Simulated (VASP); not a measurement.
# Yb (C2/m) in VASP: single point with PBE

Aim: the single point of Yb with PBE.

All numbers are computed with VASP 6.6.1; they aren't measurements. Logs are shortened: lines on timing, memory, paths and dates and some standing lists are left out, and cuts for length are marked.

## 1. The cell of the first run

It takes space group C2/m (No. 12, monoclinic). Conventional cell: a = 4.651 Å, b = 5.224 Å, c = 3.395 Å, α = 90.00°, β = 129.80°, γ = 90.00°. Within 4.7 Å of Yb (site symmetry 2/m) lie 14 Yb at 3.39 to 4.65 Å.

## 2. Single point, PBE (engineering shear strain xz -0.0550, normal strain along z -0.1100)

The input, INCAR:

```
  PREC = Accurate
  ENCUT = 520
  EDIFF = 1E-7
  ISMEAR = 0
  SIGMA = 0.15
  LREAL = False
  LASPH = True
  NELM = 80
  ALGO = Fast
  ISIF = 2
  LWAVE = False
  LCHARG = False
  GGA = PE
  NBANDS = 18
```

The input, KPOINTS:

```
Automatic mesh
0
Gamma
  14 14 14
```

The input, POSCAR:

```
Yb
1.0
   -0.0718242098      2.6117894455      2.3244926065
    2.5399652357      0.0000000000      2.2526683967
    2.6117894455      2.6117894455     -0.0718242098
Yb
1
Direct
    0.0000000000      0.0000000000      0.0000000000
```

Potentials or basis: VASP PAW PBE potentials, release 64 (Yb).

On the command line:

```
$ cat potpaw_PBE.64/Yb/POTCAR > POTCAR
$ mpirun -np 1 vasp_std > vasp.out
```

OUTCAR:

```text
PREC = Accurate
   ENCUT = 520
   EDIFF = 1E-7
   ISMEAR = 0
   LREAL = False
   LASPH = True
   NELM = 80
   ISIF = 2
   GGA = PE

 ion  position               nearest neighbor table
   1  0.000  0.000  0.000-

  LATTYP: Found a base centered monoclinic cell.
 ALAT       =     4.6512039709
 B/A-ratio  =     1.1230595183
 C/A-ratio  =     0.7299157923
 COS(beta)  =    -0.6401052573

  Lattice vectors:

 A1 = (   0.0718242098,  -2.6117894455,  -2.3244926065)
 A2 = (   0.0718242098,   2.6117894455,  -2.3244926065)
 A3 = (   2.5399652357,   0.0000000000,   2.2526683967)

Analysis of symmetry for initial positions (statically):
=====================================================================
 Subroutine PRICEL returns:
 Original cell was already a primitive cell.

 Routine SETGRP: Setting up the symmetry group for a
 base centered monoclinic supercell.

 Subroutine GETGRP returns: Found  4 space group operations
 (whereof  4 operations were pure point group operations)
 out of a pool of  4 trial point group operations.

The static configuration has the point symmetry C_2h.

Analysis of symmetry for dynamics (positions and initial velocities):
=====================================================================
 Subroutine PRICEL returns:
 Original cell was already a primitive cell.

 Routine SETGRP: Setting up the symmetry group for a
 base centered monoclinic supercell.

 Subroutine GETGRP returns: Found  4 space group operations
 (whereof  4 operations were pure point group operations)
 out of a pool of  4 trial point group operations.

The dynamic configuration has the point symmetry C_2h.

 Subroutine INISYM returns: Found  4 space group operations
 (whereof  4 operations are pure point group operations),
 and found     1 'primitive' translations

----------------------------------------------------------------------------------------

                                     Primitive cell

  volume of cell :      31.6858

  direct lattice vectors                    reciprocal lattice vectors
    -0.071824210  2.611789445  2.324492606    -0.185682136  0.191439628  0.209363336
     2.539965236  0.000000000  2.252668397     0.197522736 -0.191439628  0.221203936
     2.611789445  2.611789445 -0.071824210     0.185682136  0.191439628 -0.209363336

  length of vectors
     3.497122918  3.394987232  3.694326316     0.339057508  0.352980940  0.339057508

  position of ions in fractional coordinates (direct lattice)
     0.000000000  0.000000000  0.000000000

  ion indices of the primitive-cell ions
   primitive index   ion index
                 1           1

----------------------------------------------------------------------------------------

 KPOINTS: Automatic mesh

Automatic generation of k-mesh.
 Grid dimensions read from file:
 generate k-points for:   14   14   14

 Generating k-lattice:

  Cartesian coordinates                     Fractional coordinates (reciprocal lattice)
    -0.013263010  0.013674259  0.014954524     0.071428571  0.000000000  0.000000000
     0.014108767 -0.013674259  0.015800281     0.000000000  0.071428571  0.000000000
     0.013263010  0.013674259 -0.014954524     0.000000000  0.000000000  0.071428571

  Length of vectors
     0.024218393  0.025212924  0.024218393

  Shift w.r.t. Gamma in fractional coordinates (k-lattice)
     0.000000000  0.000000000  0.000000000

 Subroutine IBZKPT returns following result:
 ===========================================

 Found    744 irreducible k-points:

 Following reciprocal coordinates:
            Coordinates               Weight
  0.000000  0.000000  0.000000      1.000000
  0.071429 -0.000000  0.000000      4.000000
  0.142857  0.000000  0.000000      4.000000
  0.214286  0.000000 -0.000000      4.000000
  0.285714 -0.000000  0.000000      4.000000
  0.357143 -0.000000 -0.000000      4.000000
[... 16 lines left out ...]
 -0.000000  0.142857 -0.000000      4.000000
  0.071429  0.142857 -0.000000      4.000000
 [... further k-points ...]
   k-points           NKPTS =    744   k-points in BZ     NKDIM =    744   number of bands    NBANDS=     18
   number of dos      NEDOS =    301   number of ions     NIONS =      1
   total plane-waves  NPLWV =  21952
   dimension x,y,z NGX =    28 NGY =   28 NGZ =   28
   dimension x,y,z NGXF=    56 NGYF=   56 NGZF=   56
   ions per type =               1
   NGX,Y,Z   is equivalent  to a cutoff of  13.31, 13.71, 12.60 a.u.
   NGXF,Y,Z  is equivalent  to a cutoff of  26.62, 27.42, 25.20 a.u.
 SYSTEM =  unknown system
   PREC   = accura    normal or accurate (medium, high low for compatibility)
   ISTART =      0    job   : 0-new  1-cont  2-samecut
   ICHARG =      2    charge: 1-file 2-atom 10-const
   ISPIN  =      1    spin polarized calculation?
   LNONCOLLINEAR =      F non collinear calculations
   LSORBIT =      F    spin-orbit coupling
   LASPH  =      T    aspherical Exc in radial PAW
   ENCUT  =  520.0 eV  38.22 Ry    6.18 a.u.   6.50  6.31  6.87*2*pi/ulx,y,z
   NELM   =     80;   NELMIN=  2; NELMDL= -5     # of ELM steps
   EDIFF  = 0.1E-06   stopping-criterion for ELM
   LREAL  =      F    real-space projection
   EDIFFG = 0.1E-05   stopping-criterion for IOM
   NSW    =      0    number of steps for IOM
   IBRION =     -1    ionic relax: 0-MD 1-quasi-New 2-CG
   NFREE  =      0    steps in history (QN), initial steepest desc. (CG)
   ISIF   =      2    stress and relaxation
   ISYM   =      2    0-nonsym 1-usesym 2-fastsym
   POTIM  = 0.5000    time-step for ionic-motion
   TEBEG  =    0.0;   TEEND  =   0.0 temperature during run
   PSTRESS=    0.0 pullay stress
   NELECT =      24.0000    total number of electrons
   NUPDOWN=      -1.0000    fix difference up-down
   EMIN   =  10.00;   EMAX   =-10.00  energy-range for DOS
   EFERMI =   0.00;   METHOD = LEGACY
   ISMEAR =     0;   SIGMA  =   0.15  broadening in eV -4-tet -1-fermi 0-gaus
   EFERMI_NEDOS =   21; number of points for ismear=-14 and -15
   IALGO  =     68    algorithm
   IMIX   =      4    mixing-type and parameters
     AMIX     =   0.40;   BMIX     =  1.00
     AMIX_MAG =   1.60;   BMIX_MAG =  1.00
  volume/ion in A,a.u.               =      31.69       213.83
  Fermi-wavevector in a.u.,A,eV,Ry     =   1.492302  2.820042 30.299714  2.226966
  Thomas-Fermi vector in A             =   2.604847
   LORBIT       =      0    0 simple, 1 ext, 2 COOP (PROOUT), +10 PAW based schemes
   GGA     = PE    functional components
   LHFCALC =     F    Hartree Fock is set to
   AEXX    =    0.0000 exact exchange contribution
   IVDW    =     0    specifies the selected vdW correction
   LEPSILON=     F    determine dielectric tensor
   LRPA    =     F    only Hartree local field effects (RPA)
 non-spin polarized calculation
 RMM-DIIS sequential band-by-band and
 Gauss-broadening in eV      SIGMA  =   0.15
  energy-cutoff  :      520.00
  volume of cell :       31.69
 maximum number of plane-waves:       868
 NGX is ok and might be reduce to    28
   NGX = 13   NGY = 13   NGZ = 13

 number of electron      24.0000001 magnetization

 Free energy of the ion-electron system (eV)
  ---------------------------------------------------
  ext. energy  EPLUGINS =         0.00000000
  ---------------------------------------------------
  free energy    TOTEN  =        -3.53809096 eV

  energy without entropy =       -3.52405831  energy(sigma->0) =       -3.53107463

 E-fermi :   1.9708     XC(G=0): -10.0097

 val. band max:        1.9698524941   @ k =  -0.2857   0.2143   0.5000
 cond. band min:       1.9790430488   @ k =   0.2143  -0.3571   0.4286
 fundamental gap:      0.0091905547
 Fermi energy:         1.9707733639

 k-point     1 :       0.0000    0.0000    0.0000
  band No.  band energies     occupation
      1     -49.6600      2.00000
      2     -21.7620      2.00000
      3     -21.7510      2.00000
      4     -21.7341      2.00000
      5      -3.4334      2.00000
      6       1.4377      2.00000
[... 10 lines left out ...]
     17       7.9220      0.00000
     18      12.1975      0.00000

 k-point     2 :       0.0714   -0.0000    0.0000
  band No.  band energies     occupation
      1     -49.6587      2.00000
      2     -21.7841      2.00000
      3     -21.7573      2.00000
      4     -21.7365      2.00000
      5      -3.3030      2.00000
      6       1.4387      2.00000
[... 10 lines left out ...]
     17       7.8297      0.00000
     18      12.5195      0.00000

 k-point     3 :       0.1429    0.0000    0.0000
  band No.  band energies     occupation
      1     -49.6550      2.00000
      2     -21.8530      2.00000
      3     -21.7682      2.00000
      4     -21.7424      2.00000
      5      -2.9251      2.00000
      6       1.4422      2.00000
[... 10 lines left out ...]
     17       7.6456      0.00000
     18      13.1879      0.00000

 k-point     4 :       0.2143    0.0000   -0.0000
  band No.  band energies     occupation
      1     -49.6498      2.00000
      2     -21.9516      2.00000
      3     -21.7842      2.00000
      4     -21.7496      2.00000
      5      -2.3399      2.00000
      6       1.4490      2.00000
[... 375 lines left out ...]
      4     -21.7548      2.00000
      5      -3.1008      2.00000
      6       1.4426      2.00000
[... 10 lines left out ...]
     17       7.6905      0.00000
     18      12.9419      0.00000

 k-point    23 :      -0.0000    0.1429   -0.0000
  band No.  band energies     occupation
      1     -49.6532      2.00000
      2     -21.8522      2.00000
      3     -21.7755      2.00000
      4     -21.7618      2.00000
      5      -2.8752      2.00000
      6       1.4432      2.00000
[... 10 lines left out ...]
     17       7.4818      0.00000
     18      13.0707      0.00000

 k-point    24 :       0.0714    0.1429   -0.0000
  band No.  band energies     occupation
      1     -49.6530      2.00000
      2     -21.8421      2.00000
      3     -21.7820      2.00000
      4     -21.7684      2.00000
      5      -2.8667      2.00000
      6       1.4388      2.00000
[... 10 lines left out ...]
     17       7.3750      0.00000
     18      13.3905      0.00000

 [... further k-points ...]

------------------------ aborting loop because EDIFF is reached ----------------------------------------

  FORCE on cell =-STRESS in cart. coord.  units (eV):
  Direction    XX          YY          ZZ          XY          YZ          ZX
  --------------------------------------------------------------------------------------
  -------------------------------------------------------------------------------------
  Total        0.5115636      0.4613223      0.3966672      0.0000000      0.0000000      0.3802827
  in kB       25.8669339     23.3265060     20.0572589      0.0000000      0.0000000     19.2287845
  external PRESSURE =      23.0835663 kB  Pullay stress =       0.0000000 kB

 VOLUME and BASIS-vectors are now :
 -----------------------------------------------------------------------------
  energy-cutoff  :      520.00
  volume of cell :       31.69
      direct lattice vectors                 reciprocal lattice vectors
    -0.071824210  2.611789445  2.324492606    -0.185682136  0.191439628  0.209363336
     2.539965236  0.000000000  2.252668397     0.197522736 -0.191439628  0.221203936
     2.611789445  2.611789445 -0.071824210     0.185682136  0.191439628 -0.209363336

 POSITION                                       TOTAL-FORCE (eV/Angst)
 -----------------------------------------------------------------------------------
      0.00000      0.00000      0.00000        -0.000000      0.000000     -0.000000
 -----------------------------------------------------------------------------------
    total drift:                               -0.000000     -0.000000     -0.000000

  FREE ENERGIE OF THE ION-ELECTRON SYSTEM (eV)
  ---------------------------------------------------
  free  energy   TOTEN  =        -3.5380909577 eV

  energy  without entropy=       -3.5240583118  energy(sigma->0) =       -3.53107463
```

Wall time 16 min (1 thread of Intel Xeon 6975P-C (Granite Rapids), shared host); peak memory 0.58 GiB.

Results:

```yaml
Free_energy: -3.5381 eV
Pressure: 2.3 GPa
Band_gap_on_the_k_mesh: zero (bands 12 and 13 overlap by 0.46 eV)
```

Levels at points of the mesh, in eV from the Fermi level:
| k point | band 10 | band 11 | band 12 | band 13 | band 14 | band 15 |
| --- | --- | --- | --- | --- | --- | --- |
| (0.00, 0.00, 0.00) | -0.30 | -0.30 | -0.29 | 2.65 | 2.72 | 3.84 |
| (0.50, 0.00, 0.00) | -0.33 | -0.31 | -0.30 | 0.57 | 2.07 | 3.73 |
| (0.00, 0.50, 0.00) | -0.32 | -0.31 | -0.29 | 1.28 | 2.17 | 3.25 |
| (0.50, 0.50, 0.00) | -0.36 | -0.32 | -0.32 | -0.32 | 3.37 | 7.03 |
| (0.50, 0.00, 0.50) | -0.35 | -0.34 | -0.33 | 0.13 | 1.78 | 6.77 |
| (0.00, 0.50, 0.50) | -0.35 | -0.34 | -0.33 | 0.15 | 1.79 | 6.73 |

Caveat: the cell differs from its parent crystal (engineering shear strain xz -0.0550, normal strain along z -0.1100); spin-orbit coupling is left out, which moves the levels of the heavy elements. Spin polarisation is off, so any magnetic state and its effect on volume and gap are missing.
